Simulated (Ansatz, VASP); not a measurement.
Rb: VASP beside Ansatz

```
CELL_PARAMETERS angstrom
4.97566 0.00000 0.00000
-2.48783 4.30905 0.00000
0.00000 0.00000 8.12526
ATOMIC_POSITIONS crystal
Rb 0.33333 0.66667 0.25000
Rb 0.66667 0.33333 0.75000
```

Alike in both runs: task relaxation of cell and atoms; functional revPBE; k mesh 7 × 7 × 4; occupations fermi-dirac, width 0.1 eV; no spin polarisation.

|  | VASP | Ansatz |
| --- | --- | --- |
| version | VASP 6.6.1 | Ansatz 0.2.0 |
| potentials or method | VASP PAW PBE potentials, release 64 (Rb_sv), cutoff 600 eV | plane waves (420 eV) with PAW, scalar-relativistic |
| valence electrons in the cell | 18 | 18 |

|  | VASP | Ansatz | Ansatz less VASP |
| --- | --- | --- | --- |
| relaxed volume (Å³/atom) | 99.76 | 99.51 | -0.249 |
| relaxed cell length with the largest relative difference (Å) | 5.194 | 5.185 | -0.0097 |

VASP's potentials were made for PBE, not for revPBE.
